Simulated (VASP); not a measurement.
# Nb (Fm-3m) in VASP: notebook, part 2 of 2

VASP 6.6.1.

## 3. Single point, PBEsol (volume scaled by 0.99)

File INCAR:

```
  ALGO = Normal
  EDIFF = 1E-6
  ENCUT = 520
  GGA = PS
  ISIF = 2
  ISMEAR = -1
  LASPH = True
  LCHARG = False
  LREAL = False
  LWAVE = False
  NBANDS = 12
  NELM = 100
  PREC = Accurate
  SIGMA = 0.08
```

File KPOINTS:

```
k-points
0
Gamma
  13 13 13
```

File POSCAR:

```
Nb
1.0
    0.0000000000      2.1079263686      2.1079263686
    2.1079263686      0.0000000000      2.1079263686
    2.1079263686      2.1079263686      0.0000000000
Nb
1
Direct
    0.0000000000      0.0000000000      0.0000000000
```

Potentials or basis: VASP PAW PBE potentials, release 64 (Nb_sv).

On the command line:

```sh
$ cat potpaw_PBE.64/Nb_sv/POTCAR > POTCAR
$ mpirun -np 1 vasp_std > vasp.out
```

OUTCAR:

```text
EDIFF = 1E-6
   ENCUT = 520
   GGA = PS
   ISIF = 2
   ISMEAR = -1
   LASPH = True
   LREAL = False
   NELM = 100
   PREC = Accurate

 ion  position               nearest neighbor table
   1  0.000  0.000  0.000-

  LATTYP: Found a face centered cubic cell.
 ALAT       =     4.2158527372

  Lattice vectors:

 A1 = (   0.0000000000,   2.1079263686,   2.1079263686)
 A2 = (   2.1079263686,   0.0000000000,   2.1079263686)
 A3 = (   2.1079263686,   2.1079263686,   0.0000000000)

Analysis of symmetry for initial positions (statically):
=====================================================================
 Subroutine PRICEL returns:
 Original cell was already a primitive cell.

 Routine SETGRP: Setting up the symmetry group for a
 face centered cubic supercell.

 Subroutine GETGRP returns: Found 48 space group operations
 (whereof 48 operations were pure point group operations)
 out of a pool of 48 trial point group operations.

The static configuration has the point symmetry O_h .

Analysis of symmetry for dynamics (positions and initial velocities):
[... 169 lines left out ...]
      4     -19.2388      2.00000
      5       4.6013      2.00000
      6      10.9595      0.36409
      7      10.9595      0.36409
      8      10.9595      0.36408
      9      13.5579      0.00000
     10      13.5579      0.00000
     11      22.6932      0.00000
     12      27.4378      0.00000
[... 331 lines left out ...]
 k-point    24 :       0.4615    0.1538    0.0000
  band No.  band energies     occupation
      1     -43.6345      2.00000
      2     -20.2937      2.00000
      3     -19.5311      2.00000
      4     -19.4584      2.00000
      5       7.6358      2.00000
      6       9.8321      1.99999
      7      10.8326      1.04221
      8      11.5955      0.00016
      9      15.6231      0.00000
     10      16.0306      0.00000
     11      21.6119      0.00000
     12      24.3941      0.00000

 [... further k-points ...]

------------------------ aborting loop because EDIFF is reached ----------------------------------------

  FORCE on cell =-STRESS in cart. coord.  units (eV):
  Direction    XX          YY          ZZ          XY          YZ          ZX
  --------------------------------------------------------------------------------------
  -------------------------------------------------------------------------------------
  Total       -0.6312584     -0.6312584     -0.6312584      0.0000000     -0.0000000      0.0000000
  in kB      -53.9910111    -53.9910111    -53.9910111      0.0000000     -0.0000000      0.0000000
  external PRESSURE =     -53.9910111 kB  Pullay stress =       0.0000000 kB

 VOLUME and BASIS-vectors are now :
 -----------------------------------------------------------------------------
  energy-cutoff  :      520.00
  volume of cell :       18.73
      direct lattice vectors                 reciprocal lattice vectors
     0.000000000  2.107926369  2.107926369    -0.237199936  0.237199936  0.237199936
     2.107926369  0.000000000  2.107926369     0.237199936 -0.237199936  0.237199936
     2.107926369  2.107926369  0.000000000     0.237199936  0.237199936 -0.237199936

 POSITION                                       TOTAL-FORCE (eV/Angst)
 -----------------------------------------------------------------------------------
      0.00000      0.00000      0.00000        -0.000000     -0.000000     -0.000000
 -----------------------------------------------------------------------------------
    total drift:                               -0.000000      0.000000      0.000000

  FREE ENERGIE OF THE ION-ELECTRON SYSTEM (eV)
  ---------------------------------------------------
  free  energy   TOTEN  =       -10.6102396124 eV

  energy  without entropy=      -10.5772383512  energy(sigma->0) =      -10.59373898
```

OSZICAR:

```text
N       E                     dE             d eps       ncg     rms          rms(c)
DAV:   1     0.113983020299E+03    0.11398E+03   -0.72713E+03  2016   0.107E+03
DAV:   2    -0.649911129489E+01   -0.12048E+03   -0.11647E+03  2204   0.383E+02
DAV:   3    -0.108405208618E+02   -0.43414E+01   -0.41636E+01  2884   0.643E+01
DAV:   4    -0.111496530673E+02   -0.30913E+00   -0.30707E+00  2892   0.158E+01
DAV:   5    -0.111608219024E+02   -0.11169E-01   -0.11163E-01  2924   0.252E+00    0.687E+00
DAV:   6    -0.106709948931E+02    0.48983E+00   -0.74541E-01  3176   0.105E+01    0.240E+00
DAV:   7    -0.106070471422E+02    0.63948E-01   -0.21650E-01  3308   0.558E+00    0.102E+00
DAV:   8    -0.106101709725E+02   -0.31238E-02   -0.13284E-02  2396   0.149E+00    0.458E-02
DAV:   9    -0.106102239791E+02   -0.53007E-04   -0.85101E-04  3440   0.315E-01    0.349E-02
DAV:  10    -0.106102401731E+02   -0.16194E-04   -0.13573E-05  2380   0.460E-02    0.142E-02
DAV:  11    -0.106102396124E+02    0.56069E-06   -0.82072E-06  2672   0.464E-02
   1 F= -.10610240E+02 E0= -.10593739E+02  d E =-.330013E-01
```

stdout:

```text
POSCAR found type information on POSCAR Nb
 POSCAR found :  1 types and       1 ions
 scaLAPACK will be used
 -----------------------------------------------------------------------------
|                                                                             |
|                                                                             |
|     You enforced a specific xc type in the INCAR file but a different       |
|     I HOPE YOU KNOW WHAT YOU ARE DOING!                                     |
|                                                                             |
 -----------------------------------------------------------------------------

 LDA part: xc-table for (Slater+PW92), standard interpolation
 POSCAR, INCAR and KPOINTS ok, starting setup
 FFT: planning ... GRIDC
 FFT: planning ... GRID_SOFT
 FFT: planning ... GRID
 WAVECAR not read
 entering main loop
```

Run time: 25 s. Hardware: 1 thread of Intel Xeon 8259CL, shared host; peak memory 0.15 GiB.

Results:

* Free energy: -10.6102 eV
* Pressure: -5.4 GPa

Caveat: the PAW data sets were made with another functional, which shifts forces and pressure a little.

## 4. Single point, PBEsol (volume scaled by 1.04)

File INCAR:

```
SYSTEM = Nb
PREC = Accurate
ENCUT = 520
EDIFF = 1E-6
ISMEAR = -1
SIGMA = 0.08
LREAL = .FALSE.
LASPH = .TRUE.
NELM = 100
ALGO = Normal
ISIF = 2
LWAVE = .FALSE.
LCHARG = .TRUE.
GGA = PS
LELF = .TRUE.
LVHAR = .TRUE.
NBANDS = 12
```

File KPOINTS:

```
regular mesh
0
G
  13 13 13
  0 0 0
```

File POSCAR:

```
Nb
1.0
    0.0000000000      2.1428321391      2.1428321391
    2.1428321391      0.0000000000      2.1428321391
    2.1428321391      2.1428321391      0.0000000000
Nb
1
Direct
    0.0000000000      0.0000000000      0.0000000000
```

On the command line:

```sh
$ cat potpaw_PBE.64/Nb_sv/POTCAR > POTCAR
$ mpirun -np 1 vasp_std > vasp.out
```

Run time: 29 s. Hardware: 1 thread of Intel Xeon 8259CL, shared host; peak memory 0.15 GiB.

The run converged. Its results:

```yaml
Free_energy: -10.5576 eV
Pressure: -12.4 GPa
```

Levels at points of the mesh, in eV from the Fermi level:
```
           k point  band 4  band 5  band 6  band 7  band 8  band 9
(0.00, 0.00, 0.00)  -30.23   -6.11    0.15    0.15    0.15    2.57
```

Caveat: the PAW data sets were made with another functional, which shifts forces and pressure a little.

## 5. Single point, PBEsol (volume scaled by 1.025)

File INCAR:

```
PREC = Accurate
ENCUT = 520
EDIFF = 1E-6
ISMEAR = -1
SIGMA = 0.08
LREAL = False
LASPH = True
NELM = 60
ALGO = Normal
ISIF = 2
LWAVE = False
LCHARG = False
GGA = PS
NBANDS = 12
```

File KPOINTS:

```
regular mesh
0
Gamma
  13 13 13
```

File POSCAR:

```
Nb
1.0
    0.0000000000      2.1324801315      2.1324801315
    2.1324801315      0.0000000000      2.1324801315
    2.1324801315      2.1324801315      0.0000000000
Nb
1
Direct
    0.0000000000      0.0000000000      0.0000000000
```

On the command line:

```sh
$ cat potpaw_PBE.64/Nb_sv/POTCAR > POTCAR
$ mpirun -np 1 vasp_std > vasp.out
```

It took 32 s on 1 thread of Intel Xeon 8259CL, shared host; peak memory 0.15 GiB.

It converged, with:

* Free energy: -10.5777 eV
* Pressure: -10.5 GPa

Levels at points of the mesh, in eV from the Fermi level:
```csv
k point,band 2,band 3,band 4,band 5,band 6,band 7,band 8,band 9,band 10,band 11
"(0.00, 0.00, 0.00)",-30.18,-30.18,-30.18,-6.15,0.14,0.14,0.14,2.61,2.61,11.81
```

Caveat: the PAW data sets were made with another functional, which shifts forces and pressure a little.

## 6. Overview

| cell | gap on the mesh (eV) | pressure (GPa) |
| --- | --- | --- |
| a = 3.001 Å, angles 60.0°, 1 atom | none | -8.4 |
| a = 2.981 Å, angles 60.0°, 1 atom | none | -5.4 |
| a = 3.030 Å, angles 60.0°, 1 atom | none | -12.4 |
| a = 3.016 Å, angles 60.0°, 1 atom | none | -10.5 |

Alike in all rows: task single point; level PBEsol; potentials or basis VASP PAW PBE potentials, release 64 (Nb_sv); no spin polarisation; k mesh 13 × 13 × 13; cutoff (eV) 520; smearing fermi-dirac 0.08 eV.

Caveats: the PAW data sets were made with another functional, which shifts forces and pressure a little.

Absolute energies hang on the potentials; compare differences alone.
